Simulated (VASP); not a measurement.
# HfSiO4 (Hafnon) (I4_1/amd) in VASP: a series of runs

HfSiO4 (Hafnon) is run at these levels: RPBE, PBE, PBEsol; tasks: single point.

Everything below comes from runs of VASP 6.6.1. Logs are shortened: lines on timing, memory, paths and dates and some standing lists are left out, and cuts for length are marked.

## Step 1: The cell of the first run

The structure is tetragonal, space group I4_1/amd (No. 141). The conventional cell has a = 6.700 Å, b = 6.700 Å, c = 6.046 Å, α = 90.00°, β = 90.00°, γ = 90.00°. Within 2.9 Å of Hf (site symmetry -4m2) lie 8 O at 2.16 to 2.29 Å. Si (site symmetry -4m2) has 4 O at 1.65 Å within 2.2 Å. Within 2.2 Å of O (site symmetry m) lie 1 Si at 1.65 Å and 1 Hf at 2.16 Å.

## Step 2: Single point, RPBE

File INCAR:

```
  ALGO = Normal
  EDIFF = 1E-7
  ENCUT = 520
  GGA = RP
  ISIF = 2
  ISMEAR = -1
  LASPH = True
  LCHARG = False
  LREAL = False
  LWAVE = False
  NBANDS = 50
  NELM = 100
  PREC = Accurate
  SIGMA = 0.05
```

File KPOINTS:

```
k-points
0
Gamma
  6 6 6
```

File POSCAR:

```
HfSiO4
1.0
   -3.3501943203      3.3501943203      3.0230224293
    3.3501943203     -3.3501943203      3.0230224293
    3.3501943203      3.3501943203     -3.0230224293
Hf Si O
2 2 8
Direct
    0.0000000000      0.0000000000      0.0000000000
    0.7500000000      0.2500000000      0.5000000000
    0.5000000000      0.5000000000      0.0000000000
    0.2500000000      0.7500000000      0.5000000000
    0.6809949942      0.4973038845      0.8163088903
    0.2473038845      0.9309949942      0.3163088903
    0.6809949942      0.8646861039      0.1836911097
    0.6146861039      0.9309949942      0.6836911097
    0.0690050058      0.3853138961      0.3163088903
    0.5026961155      0.3190050058      0.1836911097
    0.0690050058      0.7526961155      0.6836911097
    0.1353138961      0.3190050058      0.8163088903
```

Potentials or basis: VASP PAW PBE potentials, release 64 (Hf_pv, Si, O).

Launch:

```bash
> cat potpaw_PBE.64/Hf_pv/POTCAR potpaw_PBE.64/Si/POTCAR potpaw_PBE.64/O/POTCAR > POTCAR
> mpirun -np 1 vasp_std > vasp.out
```

OUTCAR:

```text
EDIFF = 1E-7
   ENCUT = 520
   GGA = RP
   ISIF = 2
   ISMEAR = -1
   LASPH = True
   LREAL = False
   NELM = 100
   PREC = Accurate

 ion  position               nearest neighbor table
   1  0.000  0.000  0.000-   6 2.16   8 2.16   9 2.16  11 2.16   7 2.29  12 2.29  10 2.29   5 2.29
                             3 3.02   3 3.02   2 3.68   2 3.68   2 3.68   2 3.68
   2  0.750  0.250  0.500-   5 2.16   7 2.16  10 2.16  12 2.16   8 2.29   9 2.29  11 2.29   6 2.29
                             4 3.02   4 3.02   1 3.68   1 3.68   1 3.68   1 3.68
   3  0.500  0.500  0.000-   5 1.65  10 1.65   7 1.65  12 1.65   1 3.02   1 3.02
   4  0.250  0.750  0.500-   6 1.65  11 1.65   9 1.65   8 1.65   2 3.02   2 3.02
   5  0.681  0.497  0.816-   3 1.65   2 2.16   1 2.29
   6  0.247  0.931  0.316-   4 1.65   1 2.16   2 2.29
   7  0.681  0.865  0.184-   3 1.65   2 2.16   1 2.29
   8  0.615  0.931  0.684-   4 1.65   1 2.16   2 2.29
   9  0.069  0.385  0.316-   4 1.65   1 2.16   2 2.29
  10  0.503  0.319  0.184-   3 1.65   2 2.16   1 2.29
  11  0.069  0.753  0.684-   4 1.65   1 2.16   2 2.29
  12  0.135  0.319  0.816-   3 1.65   2 2.16   1 2.29

  LATTYP: Found a body centered tetragonal cell.
 ALAT       =     6.7003886406
 C/A-ratio  =     0.9023424137

  Lattice vectors:

 A1 = (  -3.3501943203,   3.3501943203,   3.0230224293)
 A2 = (   3.3501943203,  -3.3501943203,   3.0230224293)
 A3 = (   3.3501943203,   3.3501943203,  -3.0230224293)

Analysis of symmetry for initial positions (statically):
=====================================================================
 Subroutine PRICEL returns:
 Original cell was already a primitive cell.

 Routine SETGRP: Setting up the symmetry group for a
 body centered tetragonal supercell.

 Subroutine GETGRP returns: Found 16 space group operations
 (whereof  8 operations were pure point group operations)
 out of a pool of 16 trial point group operations.

The static configuration has the point symmetry D_2d.
 The point group associated with its full space group is D_4h.

Analysis of symmetry for dynamics (positions and initial velocities):
=====================================================================
 Subroutine PRICEL returns:
 Original cell was already a primitive cell.

 Routine SETGRP: Setting up the symmetry group for a
 body centered tetragonal supercell.

 Subroutine GETGRP returns: Found 16 space group operations
 (whereof  8 operations were pure point group operations)
 out of a pool of 16 trial point group operations.

The dynamic configuration has the point symmetry D_2d.
 The point group associated with its full space group is D_4h.

 Subroutine INISYM returns: Found 16 space group operations
 (whereof  8 operations are pure point group operations),
 and found     1 'primitive' translations

----------------------------------------------------------------------------------------

                                     Primitive cell

  volume of cell :     135.7192

  direct lattice vectors                    reciprocal lattice vectors
    -3.350194320  3.350194320  3.023022429     0.000000000  0.149245074  0.165397383
     3.350194320 -3.350194320  3.023022429     0.149245074  0.000000000  0.165397383
     3.350194320  3.350194320 -3.023022429     0.149245074  0.149245074  0.000000000

  length of vectors
     5.620166241  5.620166241  5.620166241     0.222778784  0.222778784  0.211064408

  position of ions in fractional coordinates (direct lattice)
     0.000000000  0.000000000  0.000000000
     0.750000000  0.250000000  0.500000000
     0.500000000  0.500000000  0.000000000
     0.250000000  0.750000000  0.500000000
     0.680994994  0.497303884  0.816308890
     0.247303884  0.930994994  0.316308890
     0.680994994  0.864686104  0.183691110
     0.614686104  0.930994994  0.683691110
     0.069005006  0.385313896  0.316308890
     0.502696116  0.319005006  0.183691110
     0.069005006  0.752696116  0.683691110
     0.135313896  0.319005006  0.816308890

  ion indices of the primitive-cell ions
   primitive index   ion index
                 1           1
                 2           2
                 3           3
                 4           4
                 5           5
                 6           6
                 7           7
                 8           8
                 9           9
                10          10
                11          11
                12          12

----------------------------------------------------------------------------------------

 KPOINTS: k-points

Automatic generation of k-mesh.
 Grid dimensions read from file:
 generate k-points for:    6    6    6

 Generating k-lattice:

  Cartesian coordinates                     Fractional coordinates (reciprocal lattice)
     0.000000000  0.024874179  0.027566231     0.166666667  0.000000000 -0.000000000
     0.024874179  0.000000000  0.027566231     0.000000000  0.166666667 -0.000000000
     0.024874179  0.024874179  0.000000000     0.000000000  0.000000000  0.166666667

  Length of vectors
     0.037129797  0.037129797  0.035177401

  Shift w.r.t. Gamma in fractional coordinates (k-lattice)
     0.000000000  0.000000000  0.000000000

 Subroutine IBZKPT returns following result:
 ===========================================

 Found     30 irreducible k-points:

 Following reciprocal coordinates:
            Coordinates               Weight
  0.000000  0.000000  0.000000      1.000000
  0.166667  0.000000 -0.000000      8.000000
  0.333333  0.000000 -0.000000      8.000000
  0.500000  0.000000 -0.000000      4.000000
  0.166667  0.166667 -0.000000      8.000000
  0.333333  0.166667 -0.000000     16.000000
[... 16 lines left out ...]
 -0.333333 -0.333333  0.166667      8.000000
 -0.166667 -0.333333  0.166667      8.000000
 [... further k-points ...]
   k-points           NKPTS =     30   k-points in BZ     NKDIM =     30   number of bands    NBANDS=     50
   number of dos      NEDOS =    301   number of ions     NIONS =     12
   total plane-waves  NPLWV =  74088
   dimension x,y,z NGX =    42 NGY =   42 NGZ =   42
   dimension x,y,z NGXF=    84 NGYF=   84 NGZF=   84
   ions per type =               2   2   8
   NGX,Y,Z   is equivalent  to a cutoff of  12.42, 12.42, 12.42 a.u.
   NGXF,Y,Z  is equivalent  to a cutoff of  24.85, 24.85, 24.85 a.u.
 SYSTEM =  unknown system
   PREC   = accura    normal or accurate (medium, high low for compatibility)
   ISTART =      0    job   : 0-new  1-cont  2-samecut
   ICHARG =      2    charge: 1-file 2-atom 10-const
   ISPIN  =      1    spin polarized calculation?
   LNONCOLLINEAR =      F non collinear calculations
   LSORBIT =      F    spin-orbit coupling
   LASPH  =      T    aspherical Exc in radial PAW
   ENCUT  =  520.0 eV  38.22 Ry    6.18 a.u.  10.45 10.45 10.45*2*pi/ulx,y,z
   NELM   =    100;   NELMIN=  2; NELMDL= -5     # of ELM steps
   EDIFF  = 0.1E-06   stopping-criterion for ELM
   LREAL  =      F    real-space projection
   EDIFFG = 0.1E-05   stopping-criterion for IOM
   NSW    =      0    number of steps for IOM
   IBRION =     -1    ionic relax: 0-MD 1-quasi-New 2-CG
   NFREE  =      0    steps in history (QN), initial steepest desc. (CG)
   ISIF   =      2    stress and relaxation
   ISYM   =      2    0-nonsym 1-usesym 2-fastsym
   POTIM  = 0.5000    time-step for ionic-motion
   TEBEG  =    0.0;   TEEND  =   0.0 temperature during run
   PSTRESS=    0.0 pullay stress
   NELECT =      76.0000    total number of electrons
   NUPDOWN=      -1.0000    fix difference up-down
   EMIN   =  10.00;   EMAX   =-10.00  energy-range for DOS
   EFERMI =   0.00;   METHOD = LEGACY
   ISMEAR =    -1;   SIGMA  =   0.05  broadening in eV -4-tet -1-fermi 0-gaus
   EFERMI_NEDOS =   21; number of points for ismear=-14 and -15
   IALGO  =     38    algorithm
   IMIX   =      4    mixing-type and parameters
     AMIX     =   0.40;   BMIX     =  1.00
     AMIX_MAG =   1.60;   BMIX_MAG =  1.00
  volume/ion in A,a.u.               =      11.31        76.32
  Fermi-wavevector in a.u.,A,eV,Ry     =   1.349374  2.549947 24.773616  1.820809
  Thomas-Fermi vector in A             =   2.476966
   LORBIT       =      0    0 simple, 1 ext, 2 COOP (PROOUT), +10 PAW based schemes
   GGA     = RP    functional components
   LHFCALC =     F    Hartree Fock is set to
   AEXX    =    0.0000 exact exchange contribution
   IVDW    =     0    specifies the selected vdW correction
   LEPSILON=     F    determine dielectric tensor
   LRPA    =     F    only Hartree local field effects (RPA)
 non-spin polarized calculation
  energy-cutoff  :      520.00
  volume of cell :      135.72
 maximum number of plane-waves:      3695
 NGX is ok and might be reduce to    42
   NGX = 21   NGY = 21   NGZ = 21

 number of electron      76.0000018 magnetization

 Free energy of the ion-electron system (eV)
  ---------------------------------------------------
  ext. energy  EPLUGINS =         0.00000000
  ---------------------------------------------------
  free energy    TOTEN  =      -103.90963403 eV

  energy without entropy =     -103.90963403  energy(sigma->0) =     -103.90963403

 E-fermi :   4.1652     XC(G=0): -10.5808

 val. band max:        3.0220937664   @ k =   0.0000   0.0000   0.0000
 cond. band min:       8.2399770328   @ k =   0.3333   0.1667   0.1667
 fundamental gap:      5.2178832664
 Fermi energy:         4.1652420883

 k-point     1 :       0.0000    0.0000    0.0000
  band No.  band energies     occupation
      1     -26.6371      2.00000
      2     -26.6371      2.00000
      3     -26.5815      2.00000
      4     -26.5737      2.00000
      5     -26.5005      2.00000
      6     -26.5005      2.00000
[... 42 lines left out ...]
     49      11.7829      0.00000
     50      12.5549      0.00000
[... 1217 lines left out ...]
     49      11.4201      0.00000
     50      12.5644      0.00000

 [... further k-points ...]

------------------------ aborting loop because EDIFF is reached ----------------------------------------

  FORCE on cell =-STRESS in cart. coord.  units (eV):
  Direction    XX          YY          ZZ          XY          YZ          ZX
  --------------------------------------------------------------------------------------
  -------------------------------------------------------------------------------------
  Total       -1.5748392     -1.5748392     -1.4781396      0.0000000      0.0000000      0.0000000
  in kB      -18.5911152    -18.5911152    -17.4495682      0.0000000      0.0000000      0.0000000
  external PRESSURE =     -18.2105995 kB  Pullay stress =       0.0000000 kB

 VOLUME and BASIS-vectors are now :
 -----------------------------------------------------------------------------
  energy-cutoff  :      520.00
  volume of cell :      135.72
      direct lattice vectors                 reciprocal lattice vectors
    -3.350194320  3.350194320  3.023022429     0.000000000  0.149245074  0.165397383
     3.350194320 -3.350194320  3.023022429     0.149245074  0.000000000  0.165397383
     3.350194320  3.350194320 -3.023022429     0.149245074  0.149245074  0.000000000

 POSITION                                       TOTAL-FORCE (eV/Angst)
 -----------------------------------------------------------------------------------
      0.00000      0.00000      0.00000        -0.000000      0.000000     -0.000000
      0.00000      3.35019      1.51151        -0.000000      0.000000     -0.000000
      0.00000      0.00000      3.02302        -0.000000      0.000000     -0.000000
      3.35019      0.00000      1.51151        -0.000000      0.000000     -0.000000
      2.11939      3.35019      1.09430        -0.089588      0.000000      0.098927
      3.35019     -1.23080      2.60582        -0.000000     -0.089588      0.098927
      1.23080      0.00000      4.11733         0.089588     -0.000000      0.098927
      3.35019      1.23080      2.60582        -0.000000      0.089588      0.098927
      2.11939      0.00000      0.41721        -0.089588      0.000000     -0.098927
      0.00000      1.23080      1.92872        -0.000000      0.089588     -0.098927
      4.58100     -0.00000      0.41721         0.089588      0.000000     -0.098927
      3.35019      2.11939     -1.09430        -0.000000     -0.089588     -0.098927
 -----------------------------------------------------------------------------------
    total drift:                               -0.000000     -0.000000      0.000000

  FREE ENERGIE OF THE ION-ELECTRON SYSTEM (eV)
  ---------------------------------------------------
  free  energy   TOTEN  =      -103.9096340285 eV

  energy  without entropy=     -103.9096340285  energy(sigma->0) =     -103.90963403
```

Run time: 4 min. Hardware: 1 thread of Intel Xeon Platinum 8259CL at 2.50GHz (Skylake/Cascade Lake), shared host; peak memory 0.35 GiB.

What came out:

| Property | Result |
| --- | --- |
| Free energy | -103.9096 eV |
| Pressure | -1.8 GPa |
| Largest force | 0.133 eV/Å |
| Band gap on the k mesh | 5.22 eV, indirect (least direct gap 5.51 eV) |

Forces on the atoms (eV/Å):
```
Hf   0.000  0.000  0.000
Hf   0.000  0.000  0.000
Si   0.000  0.000  0.000
Si   0.000  0.000  0.000
O   -0.090  0.000  0.099
O    0.000 -0.090  0.099
O    0.090  0.000  0.099
O    0.000  0.090  0.099
O   -0.090  0.000 -0.099
O    0.000  0.090 -0.099
O    0.090  0.000 -0.099
O    0.000 -0.090 -0.099
```

Stress tensor (GPa, compression positive):
```
-1.86  0.00  0.00
 0.00 -1.86  0.00
 0.00  0.00 -1.74
```

Caveat: the PAW data sets were made with another functional, which shifts forces and pressure a little; spin-orbit coupling is left out, which moves the levels of the heavy elements. A k mesh can miss the band edges.

(Part 1 of 2 ends here.)
